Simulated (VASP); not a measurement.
Crystal: CaAs2Pd2.

```
CELL_PARAMETERS angstrom
-2.15490 2.15490 5.11336
2.15490 -2.15490 5.11336
2.15490 2.15490 -5.11336
ATOMIC_POSITIONS crystal
Ca 0.00000 0.00000 0.00000
As 0.37975 0.37975 0.00000
As 0.62025 0.62025 0.00000
Pd 0.75000 0.25000 0.50000
Pd 0.25000 0.75000 0.50000
```

| Property | Result |
| --- | --- |
| Program | VASP 6.6.1 |
| Task | relaxation of cell and atoms |
| Functional | LDA |
| Potentials or basis | VASP PAW LDA potentials, release 64 (Ca_sv, As, Pd) |
| Cutoff | 600 eV |
| k mesh | 12 × 12 × 12 |
| Occupations | gaussian, width 0.1 eV |
| Spin | no spin polarisation |

At the start: pressure -5.3 GPa; volume 19.00 Å³/atom.

Question: How do energy, volume and symmetry change on relaxing?

Answer: Over 14 steps the energy falls by 16.7 meV/atom and the volume is 18.07 Å³/atom (-4.9 %); space group I4/mmm (No. 139, to 0.1 Å) before and after.

Step by step:
| step | energy change (eV) | largest force (eV/Å) | pressure (GPa) | volume (Å³) |
| --- | --- | --- | --- | --- |
| 1 | 0.0000 | 0.3910 | -5.31 | 94.98 |
| 2 | -0.0102 | 0.5651 | 5.91 | 86.58 |
| 3 | -0.0834 | 0.0566 | -0.09 | 90.47 |
| 4 | -0.0834 | 0.0667 | 0.01 | 90.38 |
| 5 | -0.0836 | 0.0074 | 0.06 | 90.29 |
| 6 | -0.0836 | 0.0029 | 0.06 | 90.29 |
| 7 | -0.0836 | 0.0017 | 0.09 | 90.29 |
| 8 | -0.0836 | 0.0119 | -0.06 | 90.40 |
| 9 | -0.0836 | 0.0046 | 0.01 | 90.34 |
| 10 | -0.0836 | 0.0053 | 0.01 | 90.34 |
| 11 | -0.0836 | 0.0062 | -0.01 | 90.35 |
| 12 | -0.0836 | 0.0060 | 0.00 | 90.35 |
| 13 | -0.0836 | 0.0058 | -0.01 | 90.35 |
| 14 | -0.0836 | 0.0007 | 0.00 | 90.34 |

Final structure:
```xyz
5
Lattice="-2.1196 2.1196 5.0267 2.1196 -2.1196 5.0267 2.1196 2.1196 -5.0267" Properties=species:S:1:pos:R:3 pbc="T T T"
Ca    0.0000    0.0000    0.0000
As    2.1196    2.1196   -1.2159
As    0.0000    0.0000    6.2426
Pd    0.0000    2.1196    2.5133
Pd    2.1196    0.0000    2.5133
```
